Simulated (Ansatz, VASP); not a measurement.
## Two plane-wave programs on W

```xyz
1
Lattice="-0.0745 1.9865 1.9865 1.9120 0.0000 1.9120 1.9865 1.9865 -0.0745" Properties=species:S:1:pos:R:3 pbc="T T T"
W     0.0000    0.0000    0.0000
```

Change from the starting cell: engineering shear strain xz -0.0750, normal strain along z +0.0000.

Alike in both runs: task single point; functional LDA; k mesh 20 × 20 × 20; occupations gaussian, width 0.15 eV; no spin polarisation.

```csv
,VASP,Ansatz
version,VASP 6.6.1,Ansatz 0.2.0
potentials or method,"VASP PAW LDA potentials, release 64 (W_sv), cutoff 520 eV","scalar-relativistic, plane waves, PAW"
valence electrons in the cell,14,14
```

|  | VASP | Ansatz | Ansatz less VASP |
| --- | --- | --- | --- |
| gap on the k mesh at the Fermi level (eV) | none | none | - |
| pressure (GPa) | 3.3 | 1.5 | -1.79 |
| traceless stress, the component that is largest in VASP (GPa) | -2.90 | -3.09 | -0.196 |

Ansatz warns that its potentials were made for another functional, while VASP's fit it. LDA's correlation is that of Perdew and Zunger in VASP and of Perdew and Wang (1992) in Ansatz. A gap of «none» marks a metal or a gap that the smearing closes.

Neither program's run includes spin-orbit coupling.
